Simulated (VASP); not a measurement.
# TiSi2 (Immm) in VASP: a series of runs

The runs below take TiSi2 through single point, with LDA.

Program: VASP 6.6.1. These are calculated values, not measurements. Logs are shortened: lines on timing, memory, paths and dates and some standing lists are left out, and cuts for length are marked.

### Step 1. The cell of the first run

The structure is orthorhombic, space group Immm (No. 71). Conventional cell: a = 2.908 Å, b = 3.370 Å, c = 8.275 Å, α = 90.00°, β = 90.00°, γ = 90.00°. Ti (site symmetry mmm) has 10 Si at 2.63 to 2.74 Å and 4 Ti at 2.91 to 3.37 Å within 3.5 Å. Si (site symmetry mm2) has 9 Si at 2.60 to 3.37 Å and 5 Ti at 2.63 to 2.74 Å within 3.4 Å.

### Step 2. Single point, LDA

Contents of INCAR:

```
ALGO = Normal
EDIFF = 1E-7
ENCUT = 520
ISIF = 2
ISMEAR = 0
LASPH = True
LCHARG = True
LELF = True
LREAL = False
LVHAR = True
LWAVE = False
NBANDS = 17
NELM = 100
PREC = Accurate
SIGMA = 0.1
```

Contents of KPOINTS:

```
k-points
0
Gamma
  18 18 18
```

Contents of POSCAR:

```
TiSi2
1.0
   -1.4540925019      1.6852182440      4.1375118505
    1.4540925019     -1.6852182440      4.1375118505
    1.4540925019      1.6852182440     -4.1375118505
Ti Si
1 2
Direct
    0.0000000000      0.0000000000      0.0000000000
    0.3309289791      0.3309289791      0.0000000000
    0.6690710209      0.6690710209      0.0000000000
```

Potentials or basis: VASP PAW LDA potentials, release 64 (Ti_sv, Si).

Launch:

```sh
$ cat potpaw_LDA.64/Ti_sv/POTCAR potpaw_LDA.64/Si/POTCAR > POTCAR
$ mpirun -np 1 vasp_std > vasp.out
```

OUTCAR:

```text
EDIFF = 1E-7
   ENCUT = 520
   ISIF = 2
   ISMEAR = 0
   LASPH = True
   LREAL = False
   NELM = 100
   PREC = Accurate

 ion  position               nearest neighbor table
   1  0.000  0.000  0.000-   3 2.63   3 2.63   3 2.63   2 2.63   3 2.63   2 2.63   2 2.63   2 2.63
                             2 2.74   3 2.74
   2  0.331  0.331  0.000-   3 2.60   3 2.60   3 2.60   3 2.60   1 2.63   1 2.63   1 2.63   1 2.63
                             1 2.74   3 2.80
   3  0.669  0.669  0.000-   2 2.60   2 2.60   2 2.60   2 2.60   1 2.63   1 2.63   1 2.63   1 2.63
                             1 2.74   2 2.80

  LATTYP: Found a body centered orthorhombic cell.
 ALAT       =     2.9081850038
 B/A-ratio  =     1.1589484450
 C/A-ratio  =     2.8454254768

  Lattice vectors:

 A1 = (  -1.4540925019,   1.6852182440,   4.1375118505)
 A2 = (   1.4540925019,  -1.6852182440,   4.1375118505)
 A3 = (   1.4540925019,   1.6852182440,  -4.1375118505)

Analysis of symmetry for initial positions (statically):
=====================================================================
 Subroutine PRICEL returns:
 Original cell was already a primitive cell.

 Routine SETGRP: Setting up the symmetry group for a
 body centered orthorhombic supercell.

 Subroutine GETGRP returns: Found  8 space group operations
 (whereof  8 operations were pure point group operations)
 out of a pool of  8 trial point group operations.

The static configuration has the point symmetry D_2h.

Analysis of symmetry for dynamics (positions and initial velocities):
=====================================================================
 Subroutine PRICEL returns:
 Original cell was already a primitive cell.

 Routine SETGRP: Setting up the symmetry group for a
 body centered orthorhombic supercell.

 Subroutine GETGRP returns: Found  8 space group operations
 (whereof  8 operations were pure point group operations)
 out of a pool of  8 trial point group operations.

The dynamic configuration has the point symmetry D_2h.

 Subroutine INISYM returns: Found  8 space group operations
 (whereof  8 operations are pure point group operations),
 and found     1 'primitive' translations

----------------------------------------------------------------------------------------

                                     Primitive cell

  volume of cell :      40.5553

  direct lattice vectors                    reciprocal lattice vectors
    -1.454092502  1.685218244  4.137511851     0.000000000  0.296697476  0.120845575
     1.454092502 -1.685218244  4.137511851     0.343857079  0.000000000  0.120845575
     1.454092502  1.685218244 -4.137511851     0.343857079  0.296697476  0.000000000

  length of vectors
     4.698228373  4.698228373  4.698228373     0.320363927  0.364474065  0.454166361

  position of ions in fractional coordinates (direct lattice)
     0.000000000  0.000000000  0.000000000
     0.330928979  0.330928979  0.000000000
     0.669071021  0.669071021  0.000000000

  ion indices of the primitive-cell ions
   primitive index   ion index
                 1           1
                 2           2
                 3           3

----------------------------------------------------------------------------------------

 KPOINTS: k-points

Automatic generation of k-mesh.
 Grid dimensions read from file:
 generate k-points for:   18   18   18

 Generating k-lattice:

  Cartesian coordinates                     Fractional coordinates (reciprocal lattice)
     0.000000000  0.016483193  0.006713643     0.055555556  0.000000000 -0.000000000
     0.019103171  0.000000000  0.006713643     0.000000000  0.055555556  0.000000000
     0.019103171  0.016483193  0.000000000    -0.000000000  0.000000000  0.055555556

  Length of vectors
     0.017797996  0.020248559  0.025231464

  Shift w.r.t. Gamma in fractional coordinates (k-lattice)
     0.000000000  0.000000000  0.000000000

 Subroutine IBZKPT returns following result:
 ===========================================

 Found    865 irreducible k-points:

 Following reciprocal coordinates:
            Coordinates               Weight
  0.000000  0.000000  0.000000      1.000000
  0.055556  0.000000  0.000000      4.000000
  0.111111  0.000000  0.000000      4.000000
  0.166667  0.000000 -0.000000      4.000000
  0.222222  0.000000 -0.000000      4.000000
  0.277778 -0.000000  0.000000      4.000000
[... 16 lines left out ...]
 -0.333333  0.055556  0.000000      8.000000
 -0.277778  0.055556 -0.000000      8.000000
 [... further k-points ...]
   k-points           NKPTS =    865   k-points in BZ     NKDIM =    865   number of bands    NBANDS=     17
   number of dos      NEDOS =    301   number of ions     NIONS =      3
   total plane-waves  NPLWV =  46656
   dimension x,y,z NGX =    36 NGY =   36 NGZ =   36
   dimension x,y,z NGXF=    72 NGYF=   72 NGZF=   72
   ions per type =               1   2
   NGX,Y,Z   is equivalent  to a cutoff of  12.74, 12.74, 12.74 a.u.
   NGXF,Y,Z  is equivalent  to a cutoff of  25.48, 25.48, 25.48 a.u.
 SYSTEM =  unknown system
   PREC   = accura    normal or accurate (medium, high low for compatibility)
   ISTART =      0    job   : 0-new  1-cont  2-samecut
   ICHARG =      2    charge: 1-file 2-atom 10-const
   ISPIN  =      1    spin polarized calculation?
   LNONCOLLINEAR =      F non collinear calculations
   LSORBIT =      F    spin-orbit coupling
   LASPH  =      T    aspherical Exc in radial PAW
   ENCUT  =  520.0 eV  38.22 Ry    6.18 a.u.   8.74  8.74  8.74*2*pi/ulx,y,z
   NELM   =    100;   NELMIN=  2; NELMDL= -5     # of ELM steps
   EDIFF  = 0.1E-06   stopping-criterion for ELM
   LREAL  =      F    real-space projection
   EDIFFG = 0.1E-05   stopping-criterion for IOM
   NSW    =      0    number of steps for IOM
   IBRION =     -1    ionic relax: 0-MD 1-quasi-New 2-CG
   NFREE  =      0    steps in history (QN), initial steepest desc. (CG)
   ISIF   =      2    stress and relaxation
   ISYM   =      2    0-nonsym 1-usesym 2-fastsym
   POTIM  = 0.5000    time-step for ionic-motion
   TEBEG  =    0.0;   TEEND  =   0.0 temperature during run
   PSTRESS=    0.0 pullay stress
   NELECT =      20.0000    total number of electrons
   NUPDOWN=      -1.0000    fix difference up-down
   EMIN   =  10.00;   EMAX   =-10.00  energy-range for DOS
   EFERMI =   0.00;   METHOD = LEGACY
   ISMEAR =     0;   SIGMA  =   0.10  broadening in eV -4-tet -1-fermi 0-gaus
   EFERMI_NEDOS =   21; number of points for ismear=-14 and -15
   IALGO  =     38    algorithm
   IMIX   =      4    mixing-type and parameters
     AMIX     =   0.40;   BMIX     =  1.00
     AMIX_MAG =   1.60;   BMIX_MAG =  1.00
  volume/ion in A,a.u.               =      13.52        91.23
  Fermi-wavevector in a.u.,A,eV,Ry     =   1.293408  2.444188 22.761259  1.672905
  Thomas-Fermi vector in A             =   2.425056
   LORBIT       =      0    0 simple, 1 ext, 2 COOP (PROOUT), +10 PAW based schemes
   GGA     = CA    functional components
   LHFCALC =     F    Hartree Fock is set to
   AEXX    =    0.0000 exact exchange contribution
   IVDW    =     0    specifies the selected vdW correction
   LEPSILON=     F    determine dielectric tensor
   LRPA    =     F    only Hartree local field effects (RPA)
 non-spin polarized calculation
 Gauss-broadening in eV      SIGMA  =   0.10
  energy-cutoff  :      520.00
  volume of cell :       40.56
 maximum number of plane-waves:      1121
   NGX = 17   NGY = 17   NGZ = 17

 number of electron      20.0000002 magnetization

 Free energy of the ion-electron system (eV)
  ---------------------------------------------------
  ext. energy  EPLUGINS =         0.00000000
  ---------------------------------------------------
  free energy    TOTEN  =       -21.95052292 eV

  energy without entropy =      -21.94379065  energy(sigma->0) =      -21.94715678

 E-fermi :  10.4318     XC(G=0): -12.0550

 val. band max:       10.4297864339   @ k =   0.5000   0.1667  -0.0000
 cond. band min:      10.4327136545   @ k =  -0.3889  -0.2778   0.0556
 fundamental gap:      0.0029272206
 Fermi energy:        10.4318181389

 k-point     1 :       0.0000    0.0000    0.0000
  band No.  band energies     occupation
      1     -44.9642      2.00000
      2     -21.6983      2.00000
      3     -21.6743      2.00000
      4     -21.3957      2.00000
      5      -2.3121      2.00000
      6       5.5514      2.00000
[... 9 lines left out ...]
     16      16.2075      0.00000
     17      16.4179      0.00000

 k-point     2 :       0.0556    0.0000    0.0000
  band No.  band energies     occupation
      1     -44.9639      2.00000
      2     -21.6981      2.00000
      3     -21.6780      2.00000
      4     -21.3955      2.00000
      5      -2.2650      2.00000
      6       5.4543      2.00000
[... 9 lines left out ...]
     16      16.1496      0.00000
     17      16.4820      0.00000

 k-point     3 :       0.1111    0.0000    0.0000
  band No.  band energies     occupation
      1     -44.9632      2.00000
      2     -21.6973      2.00000
      3     -21.6886      2.00000
      4     -21.3947      2.00000
      5      -2.1244      2.00000
      6       5.2145      2.00000
[... 9 lines left out ...]
     16      16.0554      0.00000
     17      16.6675      0.00000

 k-point     4 :       0.1667    0.0000   -0.0000
  band No.  band energies     occupation
      1     -44.9620      2.00000
      2     -21.7048      2.00000
      3     -21.6959      2.00000
      4     -21.3936      2.00000
      5      -1.8927      2.00000
      6       4.8731      2.00000
[... 9 lines left out ...]
     16      16.5363      0.00000
     17      16.9761      0.00000
[... 343 lines left out ...]
      1     -44.9552      2.00000
      2     -21.7792      2.00000
      3     -21.6882      2.00000
      4     -21.4003      2.00000
      5      -0.1663      2.00000
      6       2.6151      2.00000
[... 9 lines left out ...]
     16      17.3720      0.00000
     17      19.0232      0.00000

 k-point    23 :      -0.3333    0.0556    0.0000
  band No.  band energies     occupation
      1     -44.9563      2.00000
      2     -21.7633      2.00000
      3     -21.6893      2.00000
      4     -21.4015      2.00000
      5      -0.7025      2.00000
      6       3.3257      2.00000
[... 9 lines left out ...]
     16      17.8402      0.00000
     17      18.7551      0.00000

 k-point    24 :      -0.2778    0.0556   -0.0000
  band No.  band energies     occupation
      1     -44.9577      2.00000
      2     -21.7438      2.00000
      3     -21.6908      2.00000
      4     -21.4029      2.00000
      5      -1.1701      2.00000
      6       4.0201      2.00000
[... 9 lines left out ...]
     16      18.1474      0.00000
     17      18.3505      0.00000

 [... further k-points ...]

------------------------ aborting loop because EDIFF is reached ----------------------------------------

  FORCE on cell =-STRESS in cart. coord.  units (eV):
  Direction    XX          YY          ZZ          XY          YZ          ZX
  --------------------------------------------------------------------------------------
  -------------------------------------------------------------------------------------
  Total        0.0402322      0.0528790      0.0543257      0.0000000      0.0000000      0.0000000
  in kB        1.5894120      2.0890374      2.1461896      0.0000000      0.0000000      0.0000000
  external PRESSURE =       1.9415463 kB  Pullay stress =       0.0000000 kB

 VOLUME and BASIS-vectors are now :
 -----------------------------------------------------------------------------
  energy-cutoff  :      520.00
  volume of cell :       40.56
      direct lattice vectors                 reciprocal lattice vectors
    -1.454092502  1.685218244  4.137511851     0.000000000  0.296697476  0.120845575
     1.454092502 -1.685218244  4.137511851     0.343857079  0.000000000  0.120845575
     1.454092502  1.685218244 -4.137511851     0.343857079  0.296697476  0.000000000

 POSITION                                       TOTAL-FORCE (eV/Angst)
 -----------------------------------------------------------------------------------
      0.00000      0.00000      0.00000        -0.000000     -0.000000      0.000000
      0.00000      0.00000      2.73845         0.000000     -0.000000     -0.007669
      0.00000      0.00000      5.53658         0.000000      0.000000      0.007669
 -----------------------------------------------------------------------------------
    total drift:                                0.000000     -0.000000      0.000000

  FREE ENERGIE OF THE ION-ELECTRON SYSTEM (eV)
  ---------------------------------------------------
  free  energy   TOTEN  =       -21.9505229191 eV

  energy  without entropy=      -21.9437906493  energy(sigma->0) =      -21.94715678
```

It took 5.5 min on 1 thread of Intel Xeon 6975P-C (Granite Rapids), shared host; peak memory 0.64 GiB.

Results:

```
Free energy            : -21.9505 eV
Pressure               : 0.2 GPa
Largest force          : 0.008 eV/Å
Band gap on the k mesh : zero (bands 10 and 11 overlap by 2.46 eV)
```

Forces in eV/Å, atoms in the order of the input:
```
Ti   0.000  0.000  0.000
Si   0.000  0.000 -0.008
Si   0.000  0.000  0.008
```

### Step 3. Single point, LDA

Contents of INCAR:

```
SYSTEM = TiSi2
PREC = Accurate ; ENCUT = 520
EDIFF = 1E-7 ; ISMEAR = 0
SIGMA = 0.15 ; LREAL = .False.
LASPH = .True. ; NELM = 60
ALGO = Normal ; ISIF = 2
LWAVE = .False. ; LCHARG = .True.
LELF = .True. ; LVHAR = .True.
NBANDS = 17
```

Contents of KPOINTS:

```
regular mesh
0
Gamma
  18 18 18
  0 0 0
```

POSCAR is that of step 2.

Potentials or basis: VASP PAW LDA potentials, release 64 (Ti_sv, Si).

Launch:

```sh
$ cat potpaw_LDA.64/Ti_sv/POTCAR potpaw_LDA.64/Si/POTCAR > POTCAR
$ mpirun -np 1 vasp_std > vasp.out
```

OUTCAR:

```text
SYSTEM = TiSi2
   PREC = Accurate
   ENCUT = 520
   EDIFF = 1E-7
   ISMEAR = 0
   LREAL = .False.
   LASPH = .True.
   NELM = 60
   ISIF = 2

 ion  position               nearest neighbor table
   1  0.000  0.000  0.000-   3 2.63   3 2.63   3 2.63   2 2.63   3 2.63   2 2.63   2 2.63   2 2.63
                             2 2.74   3 2.74
   2  0.331  0.331  0.000-   3 2.60   3 2.60   3 2.60   3 2.60   1 2.63   1 2.63   1 2.63   1 2.63
                             1 2.74   3 2.80
   3  0.669  0.669  0.000-   2 2.60   2 2.60   2 2.60   2 2.60   1 2.63   1 2.63   1 2.63   1 2.63
                             1 2.74   2 2.80

  LATTYP: Found a body centered orthorhombic cell.
 ALAT       =     2.9081850038
 B/A-ratio  =     1.1589484450
 C/A-ratio  =     2.8454254768

  Lattice vectors:

 A1 = (  -1.4540925019,   1.6852182440,   4.1375118505)
 A2 = (   1.4540925019,  -1.6852182440,   4.1375118505)
 A3 = (   1.4540925019,   1.6852182440,  -4.1375118505)

Analysis of symmetry for initial positions (statically):
=====================================================================
 Subroutine PRICEL returns:
 Original cell was already a primitive cell.
[... 173 lines left out ...]

 val. band max:       10.4327675999   @ k =  -0.3889  -0.2778   0.0556
 cond. band min:      10.4341318598   @ k =  -0.1667   0.1667   0.1111
 fundamental gap:      0.0013642599
 Fermi energy:        10.4331998924

 k-point     1 :       0.0000    0.0000    0.0000
  band No.  band energies     occupation
      1     -44.9638      2.00000
      2     -21.6977      2.00000
      3     -21.6744      2.00000
      4     -21.3952      2.00000
      5      -2.3119      2.00000
      6       5.5512      2.00000
[... 457 lines left out ...]
      4     -21.4024      2.00000
      5      -1.1698      2.00000
      6       4.0203      2.00000
[... 9 lines left out ...]
     16      18.1477      0.00000
     17      18.3509      0.00000

 [... further k-points ...]

------------------------ aborting loop because EDIFF is reached ----------------------------------------

  FORCE on cell =-STRESS in cart. coord.  units (eV):
  Direction    XX          YY          ZZ          XY          YZ          ZX
  --------------------------------------------------------------------------------------
  -------------------------------------------------------------------------------------
  Total        0.0581559      0.0566819      0.0490495      0.0000000      0.0000000      0.0000000
  in kB        2.2975084      2.2392742      1.9377510      0.0000000      0.0000000      0.0000000
  external PRESSURE =       2.1581779 kB  Pullay stress =       0.0000000 kB

 VOLUME and BASIS-vectors are now :
 -----------------------------------------------------------------------------
  energy-cutoff  :      520.00
  volume of cell :       40.56
      direct lattice vectors                 reciprocal lattice vectors
    -1.454092502  1.685218244  4.137511851     0.000000000  0.296697476  0.120845575
     1.454092502 -1.685218244  4.137511851     0.343857079  0.000000000  0.120845575
     1.454092502  1.685218244 -4.137511851     0.343857079  0.296697476  0.000000000

 POSITION                                       TOTAL-FORCE (eV/Angst)
 -----------------------------------------------------------------------------------
      0.00000      0.00000      0.00000        -0.000000      0.000000     -0.000000
      0.00000      0.00000      2.73845         0.000000     -0.000000     -0.011463
      0.00000      0.00000      5.53658        -0.000000      0.000000      0.011463
 -----------------------------------------------------------------------------------
    total drift:                                0.000000     -0.000000      0.000000

  FREE ENERGIE OF THE ION-ELECTRON SYSTEM (eV)
  ---------------------------------------------------
  free  energy   TOTEN  =       -21.9547360762 eV

  energy  without entropy=      -21.9395576089  energy(sigma->0) =      -21.94714684
```

OSZICAR:

```text
N       E                     dE             d eps       ncg     rms          rms(c)
DAV:   1     0.131390947410E+03    0.13139E+03   -0.96261E+03 29426   0.122E+03
DAV:   2    -0.147375709582E+02   -0.14613E+03   -0.14224E+03 30234   0.318E+02
DAV:   3    -0.234025938002E+02   -0.86650E+01   -0.84847E+01 44301   0.713E+01
DAV:   4    -0.236450873228E+02   -0.24249E+00   -0.24174E+00 36631   0.109E+01
DAV:   5    -0.236527623211E+02   -0.76750E-02   -0.76735E-02 45907   0.182E+00    0.129E+01
DAV:   6    -0.223460464139E+02    0.13067E+01   -0.14078E+01 38292   0.333E+01    0.512E+00
DAV:   7    -0.220030010684E+02    0.34305E+00   -0.28892E+00 37388   0.146E+01    0.374E+00
DAV:   8    -0.219644793041E+02    0.38522E-01   -0.40995E-01 35061   0.564E+00    0.949E-01
DAV:   9    -0.219555076867E+02    0.89716E-02   -0.10761E-01 35114   0.327E+00    0.409E-01
DAV:  10    -0.219547436858E+02    0.76400E-03   -0.48909E-03 37910   0.545E-01    0.153E-01
DAV:  11    -0.219548059384E+02   -0.62253E-04   -0.22474E-03 40169   0.384E-01    0.118E-01
DAV:  12    -0.219547374933E+02    0.68445E-04   -0.52093E-04 35981   0.230E-01    0.139E-02
DAV:  13    -0.219547365106E+02    0.98275E-06   -0.14641E-05 35633   0.385E-02    0.141E-02
DAV:  14    -0.219547360926E+02    0.41795E-06   -0.22105E-06 34630   0.145E-02    0.223E-03
DAV:  15    -0.219547360762E+02    0.16418E-07   -0.10912E-07 21394   0.256E-03
   1 F= -.21954736E+02 E0= -.21947147E+02  d E =-.151785E-01
```

stdout:

```text
POSCAR found type information on POSCAR TiSi
 POSCAR found :  2 types and       3 ions
 scaLAPACK will be used
 LDA part: xc-table for (Slater(with rela. corr.)+CA(PZ))
 , standard interpolation
 POSCAR, INCAR and KPOINTS ok, starting setup
 FFT: planning ... GRIDC
 FFT: planning ... GRID_SOFT
 FFT: planning ... GRID
 WAVECAR not read
 entering main loop
```

Run time: 5.5 min. Hardware: 1 thread of Intel Xeon 6975P-C (Granite Rapids), shared host; peak memory 0.64 GiB.

Results:

```
Free energy            : -21.9547 eV
Pressure               : 0.2 GPa
Largest force          : 0.011 eV/Å
Band gap on the k mesh : zero (bands 10 and 11 overlap by 2.46 eV)
```

Forces on the atoms (eV/Å):
```
Ti   0.000  0.000  0.000
Si   0.000  0.000 -0.011
Si   0.000  0.000  0.011
```

Levels at points of the mesh, in eV from the Fermi level:
```tsv
k point	band 7	band 8	band 9	band 10	band 11	band 12	band 13	band 14
(0.00, 0.00, 0.00)	-3.99	-2.15	-0.67	0.78	2.26	2.50	3.32	4.04
(0.50, 0.00, 0.00)	-4.33	-3.76	-0.70	0.94	2.11	2.72	3.79	4.23
(0.00, 0.50, 0.00)	-3.61	-3.43	-1.00	-0.46	1.00	2.96	3.62	4.21
(0.50, 0.50, 0.00)	-5.10	-4.55	-2.93	-1.36	-0.57	3.02	3.08	3.32
(0.50, 0.50, 0.50)	-1.32	-1.19	-0.36	0.48	2.05	2.56	2.59	3.98
```
